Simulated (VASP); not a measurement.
# PbS (Galena) (Fm-3m) in VASP: notebook

The runs below take PbS (Galena) through single point, with PBEsol.

Program: VASP 6.6.1. These are calculated values, not measurements. Logs are shortened: lines on timing, memory, paths and dates and some standing lists are left out, and cuts for length are marked.

### 1 The cell of the first run

Symmetry: Fm-3m, No. 225, cubic system. The conventional cell has a = 5.895 Å, b = 5.895 Å, c = 5.895 Å, α = 90.00°, β = 90.00°, γ = 90.00°. Within 3.9 Å of Pb (site symmetry m-3m) lie 6 S at 2.95 Å. S (site symmetry m-3m) has 6 Pb at 2.95 Å within 3.9 Å.

### 2 Single point, PBEsol

Contents of INCAR:

```
  PREC = Accurate
  ENCUT = 500
  EDIFF = 1E-6
  ISMEAR = 0
  SIGMA = 0.01
  LREAL = F
  LASPH = T
  NELM = 120
  ALGO = Normal
  ISIF = 2
  LWAVE = F
  LCHARG = F
  GGA = PS
  NBANDS = 17
  GGA_COMPAT = F
```

Contents of KPOINTS:

```
Automatic mesh
0
Gamma
  5 5 5
```

Contents of POSCAR:

```
PbS
1.0
    0.0000000000      2.9475437637      2.9475437637
    2.9475437637      0.0000000000      2.9475437637
    2.9475437637      2.9475437637      0.0000000000
Pb S
1 1
Direct
    0.0000000000      0.0000000000      0.0000000000
    0.5000000000      0.5000000000      0.5000000000
```

Potentials or basis: VASP PAW PBE potentials, release 64 (Pb_d, S).

Started as:

```sh
cat potpaw_PBE.64/Pb_d/POTCAR potpaw_PBE.64/S/POTCAR > POTCAR
mpirun -np 1 vasp_std > vasp.out
```

OUTCAR:

```text
PREC = Accurate
   ENCUT = 500
   EDIFF = 1E-6
   ISMEAR = 0
   LREAL = F
   LASPH = T
   NELM = 120
   ISIF = 2
   GGA = PS

 ion  position               nearest neighbor table
   1  0.000  0.000  0.000-   2 2.95   2 2.95   2 2.95   2 2.95   2 2.95   2 2.95
   2  0.500  0.500  0.500-   1 2.95   1 2.95   1 2.95   1 2.95   1 2.95   1 2.95

  LATTYP: Found a face centered cubic cell.
 ALAT       =     5.8950875274

  Lattice vectors:

 A1 = (   0.0000000000,   2.9475437637,   2.9475437637)
 A2 = (   2.9475437637,   0.0000000000,   2.9475437637)
 A3 = (   2.9475437637,   2.9475437637,   0.0000000000)

Analysis of symmetry for initial positions (statically):
=====================================================================
 Subroutine PRICEL returns:
 Original cell was already a primitive cell.

 Routine SETGRP: Setting up the symmetry group for a
 face centered cubic supercell.

 Subroutine GETGRP returns: Found 48 space group operations
 (whereof 48 operations were pure point group operations)
 out of a pool of 48 trial point group operations.

The static configuration has the point symmetry O_h .

Analysis of symmetry for dynamics (positions and initial velocities):
=====================================================================
 Subroutine PRICEL returns:
 Original cell was already a primitive cell.

 Routine SETGRP: Setting up the symmetry group for a
 face centered cubic supercell.

 Subroutine GETGRP returns: Found 48 space group operations
 (whereof 48 operations were pure point group operations)
 out of a pool of 48 trial point group operations.

The dynamic configuration has the point symmetry O_h .

 Subroutine INISYM returns: Found 48 space group operations
 (whereof 48 operations are pure point group operations),
 and found     1 'primitive' translations

----------------------------------------------------------------------------------------

                                     Primitive cell

  volume of cell :      51.2166

  direct lattice vectors                    reciprocal lattice vectors
     0.000000000  2.947543764  2.947543764    -0.169632765  0.169632765  0.169632765
     2.947543764  0.000000000  2.947543764     0.169632765 -0.169632765  0.169632765
     2.947543764  2.947543764  0.000000000     0.169632765  0.169632765 -0.169632765

  length of vectors
     4.168456366  4.168456366  4.168456366     0.293812568  0.293812568  0.293812568

  position of ions in fractional coordinates (direct lattice)
     0.000000000  0.000000000  0.000000000
     0.500000000  0.500000000  0.500000000

  ion indices of the primitive-cell ions
   primitive index   ion index
                 1           1
                 2           2

----------------------------------------------------------------------------------------

 KPOINTS: Automatic mesh

Automatic generation of k-mesh.
 Grid dimensions read from file:
 generate k-points for:    5    5    5

 Generating k-lattice:

  Cartesian coordinates                     Fractional coordinates (reciprocal lattice)
    -0.033926553  0.033926553  0.033926553     0.200000000  0.000000000  0.000000000
     0.033926553 -0.033926553  0.033926553     0.000000000  0.200000000  0.000000000
     0.033926553  0.033926553 -0.033926553     0.000000000  0.000000000  0.200000000

  Length of vectors
     0.058762514  0.058762514  0.058762514

  Shift w.r.t. Gamma in fractional coordinates (k-lattice)
     0.000000000  0.000000000  0.000000000

 Subroutine IBZKPT returns following result:
 ===========================================

 Found     10 irreducible k-points:

 Following reciprocal coordinates:
            Coordinates               Weight
  0.000000  0.000000  0.000000      1.000000
  0.200000  0.000000  0.000000      8.000000
  0.400000  0.000000  0.000000      8.000000
  0.200000  0.200000  0.000000      6.000000
  0.400000  0.200000  0.000000     24.000000
 -0.400000  0.200000  0.000000     24.000000
 -0.200000  0.200000  0.000000     12.000000
  0.400000  0.400000  0.000000      6.000000
 -0.400000  0.400000  0.000000     12.000000
 -0.400000  0.400000  0.200000     24.000000
   k-points           NKPTS =     10   k-points in BZ     NKDIM =     10   number of bands    NBANDS=     17
   number of dos      NEDOS =    301   number of ions     NIONS =      2
   total plane-waves  NPLWV =  27000
   dimension x,y,z NGX =    30 NGY =   30 NGZ =   30
   dimension x,y,z NGXF=    60 NGYF=   60 NGZF=   60
   ions per type =               1   1
   NGX,Y,Z   is equivalent  to a cutoff of  11.96, 11.96, 11.96 a.u.
   NGXF,Y,Z  is equivalent  to a cutoff of  23.93, 23.93, 23.93 a.u.
 SYSTEM =  unknown system
   PREC   = accura    normal or accurate (medium, high low for compatibility)
   ISTART =      0    job   : 0-new  1-cont  2-samecut
   ICHARG =      2    charge: 1-file 2-atom 10-const
   ISPIN  =      1    spin polarized calculation?
   LNONCOLLINEAR =      F non collinear calculations
   LSORBIT =      F    spin-orbit coupling
   LASPH  =      T    aspherical Exc in radial PAW
   ENCUT  =  500.0 eV  36.75 Ry    6.06 a.u.   7.60  7.60  7.60*2*pi/ulx,y,z
   NELM   =    120;   NELMIN=  2; NELMDL= -5     # of ELM steps
   EDIFF  = 0.1E-05   stopping-criterion for ELM
   LREAL  =      F    real-space projection
   EDIFFG = 0.1E-04   stopping-criterion for IOM
   NSW    =      0    number of steps for IOM
   IBRION =     -1    ionic relax: 0-MD 1-quasi-New 2-CG
   NFREE  =      0    steps in history (QN), initial steepest desc. (CG)
   ISIF   =      2    stress and relaxation
   ISYM   =      2    0-nonsym 1-usesym 2-fastsym
   POTIM  = 0.5000    time-step for ionic-motion
   TEBEG  =    0.0;   TEEND  =   0.0 temperature during run
   PSTRESS=    0.0 pullay stress
   NELECT =      20.0000    total number of electrons
   NUPDOWN=      -1.0000    fix difference up-down
   EMIN   =  10.00;   EMAX   =-10.00  energy-range for DOS
   EFERMI =   0.00;   METHOD = LEGACY
   ISMEAR =     0;   SIGMA  =   0.01  broadening in eV -4-tet -1-fermi 0-gaus
   EFERMI_NEDOS =   21; number of points for ismear=-14 and -15
   IALGO  =     38    algorithm
   IMIX   =      4    mixing-type and parameters
     AMIX     =   0.40;   BMIX     =  1.00
     AMIX_MAG =   1.60;   BMIX_MAG =  1.00
  volume/ion in A,a.u.               =      25.61       172.81
  Fermi-wavevector in a.u.,A,eV,Ry     =   1.196597  2.261240 19.481425  1.431844
  Thomas-Fermi vector in A             =   2.332533
   LORBIT       =      0    0 simple, 1 ext, 2 COOP (PROOUT), +10 PAW based schemes
   GGA     = PS    functional components
   LHFCALC =     F    Hartree Fock is set to
   AEXX    =    0.0000 exact exchange contribution
   IVDW    =     0    specifies the selected vdW correction
   LEPSILON=     F    determine dielectric tensor
   LRPA    =     F    only Hartree local field effects (RPA)
 non-spin polarized calculation
 Gauss-broadening in eV      SIGMA  =   0.01
  energy-cutoff  :      500.00
  volume of cell :       51.22
 maximum number of plane-waves:      1326
 NGX is ok and might be reduce to    30
   NGX = 15   NGY = 15   NGZ = 15

 number of electron      20.0000005 magnetization

 Free energy of the ion-electron system (eV)
  ---------------------------------------------------
  ext. energy  EPLUGINS =         0.00000000
  ---------------------------------------------------
  free energy    TOTEN  =        -9.47299530 eV

  energy without entropy =       -9.47299530  energy(sigma->0) =       -9.47299530

 E-fermi :   5.5662     XC(G=0):  -9.9786

 val. band max:        5.4921452433   @ k =   0.4000   0.0000   0.0000
 cond. band min:       6.7279651114   @ k =   0.4000   0.0000   0.0000
 fundamental gap:      1.2358198681
 Fermi energy:         5.5662025926

 k-point     1 :       0.0000    0.0000    0.0000
  band No.  band energies     occupation
      1     -10.8503      2.00000
      2     -10.8503      2.00000
      3     -10.8503      2.00000
      4     -10.8381      2.00000
      5     -10.8381      2.00000
      6      -7.8491      2.00000
[... 9 lines left out ...]
     16      12.5262      0.00000
     17      14.3186      0.00000

 k-point     2 :       0.2000    0.0000    0.0000
  band No.  band energies     occupation
      1     -10.8531      2.00000
      2     -10.8531      2.00000
      3     -10.8489      2.00000
      4     -10.8298      2.00000
      5     -10.8298      2.00000
      6      -7.5027      2.00000
[... 9 lines left out ...]
     16      13.3759      0.00000
     17      16.8512      0.00000

 k-point     3 :       0.4000    0.0000    0.0000
  band No.  band energies     occupation
      1     -10.8712      2.00000
      2     -10.8712      2.00000
      3     -10.8478      2.00000
      4     -10.8024      2.00000
      5     -10.8024      2.00000
      6      -6.7237      2.00000
[... 9 lines left out ...]
     16      15.2893      0.00000
     17      17.3532      0.00000

 k-point     4 :       0.2000    0.2000    0.0000
  band No.  band energies     occupation
      1     -10.8787      2.00000
      2     -10.8602      2.00000
      3     -10.8283      2.00000
      4     -10.8279      2.00000
      5     -10.8279      2.00000
      6      -7.3730      2.00000
[... 9 lines left out ...]
     16      14.9810      0.00000
     17      15.4655      0.00000

 k-point     5 :       0.4000    0.2000    0.0000
  band No.  band energies     occupation
      1     -10.9148      2.00000
      2     -10.8557      2.00000
      3     -10.8417      2.00000
      4     -10.8131      2.00000
      5     -10.7983      2.00000
      6      -6.7011      2.00000
[... 9 lines left out ...]
     16      16.2863      0.00000
     17      17.4107      0.00000

 k-point     6 :      -0.4000    0.2000    0.0000
  band No.  band energies     occupation
      1     -10.9085      2.00000
      2     -10.8568      2.00000
      3     -10.8368      2.00000
      4     -10.8147      2.00000
      5     -10.8002      2.00000
      6      -6.3420      2.00000
[... 9 lines left out ...]
     16      15.2803      0.00000
     17      17.6364      0.00000

 k-point     7 :      -0.2000    0.2000    0.0000
  band No.  band energies     occupation
      1     -10.8713      2.00000
      2     -10.8580      2.00000
      3     -10.8435      2.00000
      4     -10.8255      2.00000
      5     -10.8140      2.00000
      6      -6.9798      2.00000
[... 9 lines left out ...]
     16      15.7434      0.00000
     17      16.1620      0.00000

 k-point     8 :       0.4000    0.4000    0.0000
  band No.  band energies     occupation
      1     -10.9904      2.00000
      2     -10.8762      2.00000
      3     -10.8124      2.00000
      4     -10.7897      2.00000
      5     -10.7897      2.00000
      6      -6.2985      2.00000
[... 9 lines left out ...]
     16      17.7487      0.00000
     17      18.0313      0.00000

 k-point     9 :      -0.4000    0.4000    0.0000
  band No.  band energies     occupation
      1     -10.9830      2.00000
      2     -10.8625      2.00000
      3     -10.8239      2.00000
      4     -10.7960      2.00000
      5     -10.7888      2.00000
      6      -6.0552      2.00000
[... 9 lines left out ...]
     16      17.2552      0.00000
     17      18.4043      0.00000

 k-point    10 :      -0.4000    0.4000    0.2000
  band No.  band energies     occupation
      1     -10.9502      2.00000
      2     -10.8459      2.00000
      3     -10.8407      2.00000
      4     -10.8139      2.00000
      5     -10.7902      2.00000
      6      -6.1762      2.00000
[... 9 lines left out ...]
     16      17.4716      0.00000
     17      17.6119      0.00000

------------------------ aborting loop because EDIFF is reached ----------------------------------------

  FORCE on cell =-STRESS in cart. coord.  units (eV):
  Direction    XX          YY          ZZ          XY          YZ          ZX
  --------------------------------------------------------------------------------------
  -------------------------------------------------------------------------------------
  Total       -0.0216501     -0.0216501     -0.0216501     -0.0000000     -0.0000000     -0.0000000
  in kB       -0.6772679     -0.6772679     -0.6772679     -0.0000000     -0.0000000     -0.0000000
  external PRESSURE =      -0.6772679 kB  Pullay stress =       0.0000000 kB

 VOLUME and BASIS-vectors are now :
 -----------------------------------------------------------------------------
  energy-cutoff  :      500.00
  volume of cell :       51.22
      direct lattice vectors                 reciprocal lattice vectors
     0.000000000  2.947543764  2.947543764    -0.169632765  0.169632765  0.169632765
     2.947543764  0.000000000  2.947543764     0.169632765 -0.169632765  0.169632765
     2.947543764  2.947543764  0.000000000     0.169632765  0.169632765 -0.169632765

 POSITION                                       TOTAL-FORCE (eV/Angst)
 -----------------------------------------------------------------------------------
      0.00000      0.00000      0.00000        -0.000000      0.000000     -0.000000
      2.94754      2.94754      2.94754         0.000000     -0.000000      0.000000
 -----------------------------------------------------------------------------------
    total drift:                               -0.000000      0.000000      0.000000

  FREE ENERGIE OF THE ION-ELECTRON SYSTEM (eV)
  ---------------------------------------------------
  free  energy   TOTEN  =        -9.4729952961 eV

  energy  without entropy=       -9.4729952961  energy(sigma->0) =       -9.47299530
```

It took 8 s on 1 thread of Intel Xeon Platinum 8375C at 2.90GHz (Ice Lake), shared host; peak memory 0.16 GiB.

What came out:

| Quantity | Value |
| --- | --- |
| Free energy | -9.4730 eV |
| Pressure | -0.1 GPa |

Caveat: this odd mesh misses L, where the gap lies, so gap, dielectric constants and Born charges aren't listed; the PAW data sets were made with another functional, which shifts forces and pressure a little; spin-orbit coupling is left out, which moves the levels of the heavy elements.

### 3 Single point, PBEsol

This run uses another cell than the first one, of 25.10 Å³/atom, 0.980 times its volume.

Contents of INCAR:

```
SYSTEM = PbS
PREC = Accurate ; ENCUT = 500
EDIFF = 1E-6 ; ISMEAR = 0
SIGMA = 0.01 ; LREAL = .FALSE.
LASPH = .TRUE. ; NELM = 120
ALGO = Normal ; ISIF = 2
LWAVE = .FALSE. ; LCHARG = .FALSE.
GGA = PS ; NBANDS = 17
GGA_COMPAT = .FALSE.
```

Contents of KPOINTS:

```
Automatic mesh
0
G
  5 5 5
  0 0 0
```

Contents of POSCAR:

```
PbS
1.0
    0.0000000000      2.9277609947      2.9277609947
    2.9277609947      0.0000000000      2.9277609947
    2.9277609947      2.9277609947      0.0000000000
Pb S
1 1
Direct
    0.0000000000      0.0000000000      0.0000000000
    0.5000000000      0.5000000000      0.5000000000
```

Potentials or basis: VASP PAW PBE potentials, release 64 (Pb_d, S).

Started as:

```sh
cat potpaw_PBE.64/Pb_d/POTCAR potpaw_PBE.64/S/POTCAR > POTCAR
mpirun -np 1 vasp_std > vasp.out
```

Wall time 8.5 s (1 thread of Intel Xeon Platinum 8375C at 2.90GHz (Ice Lake), shared host); peak memory 0.16 GiB.

The run converged. Its results:

| Item | Value |
| --- | --- |
| Free energy | -9.4689 eV |
| Pressure | 1.2 GPa |

Levels at points of the mesh, in eV from the Fermi level:
```tsv
k point	band 6	band 7	band 8	band 9	band 10	band 11	band 12	band 13	band 14	band 15
(0.00, 0.00, 0.00)	-13.61	-5.63	-2.01	-2.01	-2.01	5.64	5.64	5.64	6.91	6.91
```

Caveat: this odd mesh misses L, where the gap lies, so gap, dielectric constants and Born charges aren't listed; the PAW data sets were made with another functional, which shifts forces and pressure a little; spin-orbit coupling is left out, which moves the levels of the heavy elements.
